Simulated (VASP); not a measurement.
# ZnS (P6_3mc) in VASP: further runs

The runs below take ZnS through single point, with PBE.

Program: VASP 6.6.1. These are calculated values, not measurements. Logs are shortened: lines on timing, memory, paths and dates and some standing lists are left out, and cuts for length are marked.

### 1 The cell of the first run

It takes space group P6_3mc (No. 186, hexagonal). Conventional cell: a = 3.844 Å, b = 3.844 Å, c = 6.305 Å, α = 90.00°, β = 90.00°, γ = 120.00°. Zn (site symmetry 3m) has 4 S at 2.36 Å within 3.1 Å. Within 3.1 Å of S (site symmetry 3m) lie 4 Zn at 2.36 Å.

### 2 Single point, PBE

The input, INCAR:

```
SYSTEM = ZnS
ALGO     = Normal         ! electronic algorithm
EDIFF    = 1E-7           ! SCF threshold, eV
ENCUT    = 520            ! plane-wave cutoff, eV
GGA      = PE             ! functional
ISIF     = 2              ! what is computed and relaxed
ISMEAR   = 0              ! smearing method
LASPH    = .True.         ! aspherical terms in the spheres
LCHARG   = .False.        ! write CHGCAR
LREAL    = Auto         
LUSENCCL = .False.      
LWAVE    = .False.        ! write WAVECAR
NBANDS   = 366            ! bands
NELM     = 100            ! most SCF steps
PREC     = Accurate       ! precision mode
SIGMA    = 0.01           ! smearing width, eV
```

The input, KPOINTS:

```
k-points
0
Gamma
  1 1 1
  0 0 0
```

The input, POSCAR:

```
ZnS
1.0
   11.5322008083     -0.0000000001      0.0000000000
   -5.7661004042     -9.9871788615      0.0000000000
    0.0000000000      0.0000000000    -12.6092861304
Zn S
36 36
Direct
    0.8888888889      0.4444444444      0.4998666631
    0.8888888889      0.4444444444      0.9998666631
    0.2222222222      0.4444444444      0.4998666631
    0.2222222222      0.4444444444      0.9998666631
    0.8888888889      0.1111111111      0.4998666631
    0.8888888889      0.1111111111      0.9998666631
    0.5555555556      0.4444444444      0.4998666631
    0.5555555556      0.4444444444      0.9998666631
    0.2222222222      0.1111111111      0.4998666631
    0.2222222222      0.1111111111      0.9998666631
    0.8888888889      0.7777777778      0.4998666631
    0.8888888889      0.7777777778      0.9998666631
    0.5555555556      0.1111111111      0.4998666631
    0.5555555556      0.1111111111      0.9998666631
    0.2222222222      0.7777777778      0.4998666631
    0.2222222222      0.7777777778      0.9998666631
    0.5555555556      0.7777777778      0.4998666631
    0.5555555556      0.7777777778      0.9998666631
    0.1111111111      0.5555555556      0.2498666631
    0.1111111111      0.5555555556      0.7498666631
    0.4444444444      0.5555555556      0.2498666631
    0.4444444444      0.5555555556      0.7498666631
    0.1111111111      0.2222222222      0.2498666631
    0.1111111111      0.2222222222      0.7498666631
    0.7777777778      0.5555555556      0.2498666631
    0.7777777778      0.5555555556      0.7498666631
    0.4444444444      0.2222222222      0.2498666631
    0.4444444444      0.2222222222      0.7498666631
    0.1111111111      0.8888888889      0.2498666631
    0.1111111111      0.8888888889      0.7498666631
    0.7777777778      0.2222222222      0.2498666631
    0.7777777778      0.2222222222      0.7498666631
    0.4444444444      0.8888888889      0.2498666631
    0.4444444444      0.8888888889      0.7498666631
    0.7777777778      0.8888888889      0.2498666631
    0.7777777778      0.8888888889      0.7498666631
    0.8888888889      0.4444444444      0.3126333369
    0.8888888889      0.4444444444      0.8126333369
    0.2222222222      0.4444444444      0.3126333369
    0.2222222222      0.4444444444      0.8126333369
    0.8888888889      0.1111111111      0.3126333369
    0.8888888889      0.1111111111      0.8126333369
    0.5555555556      0.4444444444      0.3126333369
    0.5555555556      0.4444444444      0.8126333369
    0.2222222222      0.1111111111      0.3126333369
    0.2222222222      0.1111111111      0.8126333369
    0.8888888889      0.7777777778      0.3126333369
    0.8888888889      0.7777777778      0.8126333369
    0.5555555556      0.1111111111      0.3126333369
    0.5555555556      0.1111111111      0.8126333369
    0.2222222222      0.7777777778      0.3126333369
    0.2222222222      0.7777777778      0.8126333369
    0.5555555556      0.7777777778      0.3126333369
    0.5555555556      0.7777777778      0.8126333369
    0.1111111111      0.5555555556      0.0626333369
    0.1111111111      0.5555555556      0.5626333369
    0.4444444444      0.5555555556      0.0626333369
    0.4444444444      0.5555555556      0.5626333369
    0.1111111111      0.2222222222      0.0626333369
    0.1111111111      0.2222222222      0.5626333369
    0.7777777778      0.5555555556      0.0626333369
    0.7777777778      0.5555555556      0.5626333369
    0.4444444444      0.2222222222      0.0626333369
    0.4444444444      0.2222222222      0.5626333369
    0.1111111111      0.8888888889      0.0626333369
    0.1111111111      0.8888888889      0.5626333369
    0.7777777778      0.2222222222      0.0626333369
    0.7777777778      0.2222222222      0.5626333369
    0.4444444444      0.8888888889      0.0626333369
    0.4444444444      0.8888888889      0.5626333369
    0.7777777778      0.8888888889      0.0626333369
    0.7777777778      0.8888888889      0.5626333369
```

Potentials or basis: VASP PAW PBE potentials, release 64 (Zn, S).

Command:

```console
> cat potpaw_PBE.64/Zn/POTCAR potpaw_PBE.64/S/POTCAR > POTCAR
> mpirun -np 1 vasp_gam > vasp.out
```

OUTCAR:

```text
SYSTEM = ZnS
   EDIFF = 1E-7
   ENCUT = 520
   GGA = PE
   ISIF = 2
   ISMEAR = 0
   LASPH = .True.
   LREAL = Auto
   NELM = 100
   PREC = Accurate

 ion  position               nearest neighbor table
   1  0.889  0.444  0.500-  68 2.36  56 2.36  62 2.36  37 2.36
   2  0.889  0.444  1.000-  67 2.36  55 2.36  61 2.36  38 2.36
   3  0.222  0.444  0.500-  60 2.36  58 2.36  56 2.36  39 2.36
   4  0.222  0.444  1.000-  59 2.36  57 2.36  55 2.36  40 2.36
   5  0.889  0.111  0.500-  68 2.36  72 2.36  60 2.36  41 2.36
   6  0.889  0.111  1.000-  67 2.36  71 2.36  59 2.36  42 2.36
[... 64 lines left out ...]
  71  0.778  0.889  0.063-  12 2.36   6 2.36  18 2.36  35 2.36
  72  0.778  0.889  0.563-  11 2.36   5 2.36  17 2.36  36 2.36

  LATTYP: Found a hexagonal cell.
 ALAT       =    11.5322008083
 C/A-ratio  =     1.0933980721

  Lattice vectors:

 A1 = (  11.5322008083,  -0.0000000001,   0.0000000000)
 A2 = (  -5.7661004042,  -9.9871788615,   0.0000000000)
 A3 = (   0.0000000000,   0.0000000000, -12.6092861304)

Analysis of symmetry for initial positions (statically):
=====================================================================
 Subroutine PRICEL returns following result:

  LATTYP: Found a hexagonal cell.
 ALAT       =     3.8440669357
 C/A-ratio  =     1.6400971083

  Lattice vectors:

 A1 = (   3.8440669357,  -0.0000000000,   0.0000000000)
 A2 = (  -1.9220334679,  -3.3290596202,   0.0000000000)
 A3 = (   0.0000000000,   0.0000000000,  -6.3046430652)

  18 primitive cells build up your supercell.

 Routine SETGRP: Setting up the symmetry group for a
 hexagonal supercell.

 Subroutine GETGRP returns: Found 12 space group operations
 (whereof  6 operations were pure point group operations)
 out of a pool of 24 trial point group operations.

The static configuration has the point symmetry C_3v.
 The point group associated with its full space group is C_6v.

Analysis of symmetry for dynamics (positions and initial velocities):
=====================================================================
 Subroutine PRICEL returns following result:

  LATTYP: Found a hexagonal cell.
 ALAT       =     3.8440669357
 C/A-ratio  =     1.6400971083

  Lattice vectors:

 A1 = (   3.8440669357,  -0.0000000000,   0.0000000000)
 A2 = (  -1.9220334679,  -3.3290596202,   0.0000000000)
 A3 = (   0.0000000000,   0.0000000000,  -6.3046430652)

  18 primitive cells build up your supercell.

 Routine SETGRP: Setting up the symmetry group for a
 hexagonal supercell.

 Subroutine GETGRP returns: Found 12 space group operations
 (whereof  6 operations were pure point group operations)
 out of a pool of 24 trial point group operations.

The dynamic configuration has the point symmetry C_3v.
 The point group associated with its full space group is C_6v.

 Subroutine INISYM returns: Found 12 space group operations
 (whereof  6 operations are pure point group operations),
 and found    18 'primitive' translations

----------------------------------------------------------------------------------------

                                     Primitive cell

  volume of cell :      80.6813

  direct lattice vectors                    reciprocal lattice vectors
     3.844066936 -0.000000000  0.000000000     0.260141152 -0.150192564  0.000000000
    -1.922033468 -3.329059620  0.000000000    -0.000000000 -0.300385128 -0.000000000
     0.000000000  0.000000000 -6.304643065     0.000000000 -0.000000000 -0.158613262

  length of vectors
     3.844066936  3.844066936  6.304643065     0.300385128  0.300385128  0.158613262

  position of ions in fractional coordinates (direct lattice)
     0.666666667  0.333333333  0.999733326
     0.333333334  0.666666667  0.499733326
     0.666666667  0.333333333  0.625266674
     0.333333334  0.666666667  0.125266674

  ion indices of the primitive-cell ions
   primitive index   ion index
                 1           1
                 2          25
                 3          37
                 4          62

----------------------------------------------------------------------------------------

 KPOINTS: k-points

Automatic generation of k-mesh.
 Grid dimensions read from file:
 generate k-points for:    1    1    1

 Generating k-lattice:

  Cartesian coordinates                     Fractional coordinates (reciprocal lattice)
     0.086713717 -0.050064188  0.000000000     1.000000000  0.000000000  0.000000000
    -0.000000000 -0.100128376 -0.000000000     0.000000000  1.000000000  0.000000000
     0.000000000 -0.000000000 -0.079306631     0.000000000  0.000000000  1.000000000

  Length of vectors
     0.100128376  0.100128376  0.079306631

  Shift w.r.t. Gamma in fractional coordinates (k-lattice)
     0.000000000  0.000000000  0.000000000

 Subroutine IBZKPT returns following result:
 ===========================================

 Found      1 irreducible k-points:

 Following reciprocal coordinates:
            Coordinates               Weight
  0.000000  0.000000  0.000000      1.000000
   k-points           NKPTS =      1   k-points in BZ     NKDIM =      1   number of bands    NBANDS=    366
   number of dos      NEDOS =    301   number of ions     NIONS =     72
   total plane-waves  NPLWV = 777600
   dimension x,y,z NGX =    90 NGY =   90 NGZ =   96
   dimension x,y,z NGXF=   180 NGYF=  180 NGZF=  192
   ions per type =              36  36
   NGX,Y,Z   is equivalent  to a cutoff of  12.97, 12.97, 12.66 a.u.
   NGXF,Y,Z  is equivalent  to a cutoff of  25.95, 25.95, 25.31 a.u.
 SYSTEM =  ZnS
   PREC   = accura    normal or accurate (medium, high low for compatibility)
   ISTART =      0    job   : 0-new  1-cont  2-samecut
   ICHARG =      2    charge: 1-file 2-atom 10-const
   ISPIN  =      1    spin polarized calculation?
   LNONCOLLINEAR =      F non collinear calculations
   LSORBIT =      F    spin-orbit coupling
   LASPH  =      T    aspherical Exc in radial PAW
   ENCUT  =  520.0 eV  38.22 Ry    6.18 a.u.  21.44 21.44 23.44*2*pi/ulx,y,z
   NELM   =    100;   NELMIN=  2; NELMDL= -5     # of ELM steps
   EDIFF  = 0.1E-06   stopping-criterion for ELM
   LREAL  =      T    real-space projection
   EDIFFG = 0.1E-05   stopping-criterion for IOM
   NSW    =      0    number of steps for IOM
   IBRION =     -1    ionic relax: 0-MD 1-quasi-New 2-CG
   NFREE  =      0    steps in history (QN), initial steepest desc. (CG)
   ISIF   =      2    stress and relaxation
   ISYM   =      2    0-nonsym 1-usesym 2-fastsym
   POTIM  = 0.5000    time-step for ionic-motion
   TEBEG  =    0.0;   TEEND  =   0.0 temperature during run
   PSTRESS=    0.0 pullay stress
   NELECT =     648.0000    total number of electrons
   NUPDOWN=      -1.0000    fix difference up-down
   EMIN   =  10.00;   EMAX   =-10.00  energy-range for DOS
   EFERMI =   0.00;   METHOD = LEGACY
   ISMEAR =     0;   SIGMA  =   0.01  broadening in eV -4-tet -1-fermi 0-gaus
   EFERMI_NEDOS =   21; number of points for ismear=-14 and -15
   IALGO  =     38    algorithm
   IMIX   =      4    mixing-type and parameters
     AMIX     =   0.40;   BMIX     =  1.00
     AMIX_MAG =   1.60;   BMIX_MAG =  1.00
  volume/ion in A,a.u.               =      20.17       136.12
  Fermi-wavevector in a.u.,A,eV,Ry     =   1.250983  2.364015 21.292544  1.564958
  Thomas-Fermi vector in A             =   2.384952
   LORBIT       =      0    0 simple, 1 ext, 2 COOP (PROOUT), +10 PAW based schemes
   GGA     = PE    functional components
   LHFCALC =     F    Hartree Fock is set to
   AEXX    =    0.0000 exact exchange contribution
   IVDW    =     0    specifies the selected vdW correction
   LEPSILON=     F    determine dielectric tensor
   LRPA    =     F    only Hartree local field effects (RPA)
 non-spin polarized calculation
 Gauss-broadening in eV      SIGMA  =   0.01
  energy-cutoff  :      520.00
  volume of cell :     1452.26
 maximum number of plane-waves:     19590
 NGX is ok and might be reduce to    90
   NGX = 43   NGY = 43   NGZ = 47

 number of electron     648.0000478 magnetization

 Free energy of the ion-electron system (eV)
  ---------------------------------------------------
  ext. energy  EPLUGINS =         0.00000000
  ---------------------------------------------------
  free energy    TOTEN  =      -242.62193393 eV

  energy without entropy =     -242.62193393  energy(sigma->0) =     -242.62193393

 E-fermi :   2.0139     XC(G=0):  -9.4999

 val. band max:        1.9671256750   @ k =   0.0000   0.0000   0.0000
 cond. band min:       4.0343328925   @ k =   0.0000   0.0000   0.0000
 fundamental gap:      2.0672072175
 Fermi energy:         2.0139495575

 k-point     1 :       0.0000    0.0000    0.0000
  band No.  band energies     occupation
      1     -11.0452      2.00000
      2     -10.6350      2.00000
      3     -10.6350      2.00000
      4     -10.4494      2.00000
      5     -10.4494      2.00000
      6     -10.4494      2.00000
[... 328 lines left out ...]
    335       5.8348      0.00000
    336       5.8348      0.00000
 [bands above 336 left out]

------------------------ aborting loop because EDIFF is reached ----------------------------------------

  FORCE on cell =-STRESS in cart. coord.  units (eV):
  Direction    XX          YY          ZZ          XY          YZ          ZX
  --------------------------------------------------------------------------------------
  -------------------------------------------------------------------------------------
  Total       11.6966661     11.6966661     -1.9703438     -0.0000000      0.0000000     -0.0000000
  in kB       12.9040831     12.9040831     -2.1737373     -0.0000000      0.0000000     -0.0000000
  external PRESSURE =       7.8781429 kB  Pullay stress =       0.0000000 kB

 VOLUME and BASIS-vectors are now :
 -----------------------------------------------------------------------------
  energy-cutoff  :      520.00
  volume of cell :     1452.26
      direct lattice vectors                 reciprocal lattice vectors
    11.532200808 -0.000000000  0.000000000     0.086713717 -0.050064188  0.000000000
    -5.766100404 -9.987178862  0.000000000    -0.000000000 -0.100128376 -0.000000000
     0.000000000  0.000000000-12.609286130     0.000000000 -0.000000000 -0.079306631

 POSITION                                       TOTAL-FORCE (eV/Angst)
 -----------------------------------------------------------------------------------
      7.68813     -4.43875     -6.30296         0.000000     -0.000000      0.050892
      7.68813     -4.43875    -12.60760        -0.000000      0.000000      0.050892
     -0.00000     -4.43875     -6.30296        -0.000000     -0.000000      0.050892
     -0.00000     -4.43875    -12.60760        -0.000000      0.000000      0.050892
      9.61017     -1.10969     -6.30296         0.000000      0.000000      0.050892
      9.61017     -1.10969    -12.60760        -0.000000      0.000000      0.050892
[... 64 lines left out ...]
      3.84407     -8.87749     -0.78976         0.000000      0.000000     -0.050892
      3.84407     -8.87749     -7.09440        -0.000000      0.000000     -0.050892
 -----------------------------------------------------------------------------------
    total drift:                               -0.000000      0.000000      0.000885

  FREE ENERGIE OF THE ION-ELECTRON SYSTEM (eV)
  ---------------------------------------------------
  free  energy   TOTEN  =      -242.6219339302 eV

  energy  without entropy=     -242.6219339302  energy(sigma->0) =     -242.62193393
```

It took 1.8 min on 1 × NVIDIA H100 80GB with 1 thread of AMD EPYC 7R13 (Zen 3), shared host; peak memory 1.9 GiB.

What came out:

```yaml
Free_energy: -242.6219 eV
Pressure: 0.8 GPa
Largest_force: 0.051 eV/Å
Band_gap_on_the_k_mesh: 2.07 eV
```

Forces in eV/Å, atoms in the order of the input:
```
Zn   0.000  0.000  0.051
Zn   0.000  0.000  0.051
Zn   0.000  0.000  0.051
Zn   0.000  0.000  0.051
Zn   0.000  0.000  0.051
Zn   0.000  0.000  0.051
Zn   0.000  0.000  0.051
Zn   0.000  0.000  0.051
Zn   0.000  0.000  0.051
Zn   0.000  0.000  0.051
Zn   0.000  0.000  0.051
Zn   0.000  0.000  0.051
Zn   0.000  0.000  0.051
Zn   0.000  0.000  0.051
Zn   0.000  0.000  0.051
Zn   0.000  0.000  0.051
Zn   0.000  0.000  0.051
Zn   0.000  0.000  0.051
Zn   0.000  0.000  0.051
Zn   0.000  0.000  0.051
Zn   0.000  0.000  0.051
Zn   0.000  0.000  0.051
Zn   0.000  0.000  0.051
Zn   0.000  0.000  0.051
Zn   0.000  0.000  0.051
Zn   0.000  0.000  0.051
Zn   0.000  0.000  0.051
Zn   0.000  0.000  0.051
Zn   0.000  0.000  0.051
Zn   0.000  0.000  0.051
Zn   0.000  0.000  0.051
Zn   0.000  0.000  0.051
Zn   0.000  0.000  0.051
Zn   0.000  0.000  0.051
Zn   0.000  0.000  0.051
Zn   0.000  0.000  0.051
S    0.000  0.000 -0.051
S    0.000  0.000 -0.051
S    0.000  0.000 -0.051
S    0.000  0.000 -0.051
S    0.000  0.000 -0.051
S    0.000  0.000 -0.051
S    0.000  0.000 -0.051
S    0.000  0.000 -0.051
S    0.000  0.000 -0.051
S    0.000  0.000 -0.051
S    0.000  0.000 -0.051
S    0.000  0.000 -0.051
S    0.000  0.000 -0.051
S    0.000  0.000 -0.051
S    0.000  0.000 -0.051
S    0.000  0.000 -0.051
S    0.000  0.000 -0.051
S    0.000  0.000 -0.051
S    0.000  0.000 -0.051
S    0.000  0.000 -0.051
S    0.000  0.000 -0.051
S    0.000  0.000 -0.051
S    0.000  0.000 -0.051
S    0.000  0.000 -0.051
S    0.000  0.000 -0.051
S    0.000  0.000 -0.051
S    0.000  0.000 -0.051
S    0.000  0.000 -0.051
S    0.000  0.000 -0.051
S    0.000  0.000 -0.051
S    0.000  0.000 -0.051
S    0.000  0.000 -0.051
S    0.000  0.000 -0.051
S    0.000  0.000 -0.051
S    0.000  0.000 -0.051
S    0.000  0.000 -0.051
```

Stress tensor (GPa, compression positive):
```
 1.29  0.00  0.00
 0.00  1.29  0.00
 0.00  0.00 -0.22
```

Caveat: the k points lie up to 0.63 Å⁻¹ apart.

(Continued in part 2 of 2.)
